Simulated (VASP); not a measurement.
A run of VASP 6.6.1:

INCAR

```
PREC = Accurate ; ENCUT = 600
EDIFF = 1E-6 ; ISMEAR = -1
SIGMA = 0.05 ; LREAL = False
LASPH = True ; NELM = 60
ALGO = Normal ; ISIF = 3
LWAVE = False ; LCHARG = False
GGA = PE ; IBRION = 2
NSW = 60 ; EDIFFG = -0.005
PSTRESS = 130.0
```

Contents of KPOINTS:

```
Automatic mesh
0
Gamma
  14 14 14
```

POSCAR

```
MgO
1.0
    2.5615545654      0.0000000000      0.0000000000
    0.0000000000      2.5615545654      0.0000000000
    0.0000000000      0.0000000000      2.5615545654
Mg O
1 1
Direct
    0.0000000000      0.0000000000      0.0000000000
    0.5000000000      0.5000000000      0.5000000000
```

Potentials or basis: VASP PAW PBE potentials, release 64 (Mg, O).

Command:

```console
$ cat potpaw_PBE.64/Mg/POTCAR potpaw_PBE.64/O/POTCAR > POTCAR
$ mpirun -np 1 vasp_std > vasp.out
```

Hardware: 1 thread of Intel Xeon 8259CL, with other jobs on the host.

Q: Estimate the wall time of this run.

A: Wall time 46 s on 1 thread of Intel Xeon 8259CL (shared host), peak memory 0.14 GiB. Counts: scf iterations 25, k points 120, ion steps 3.
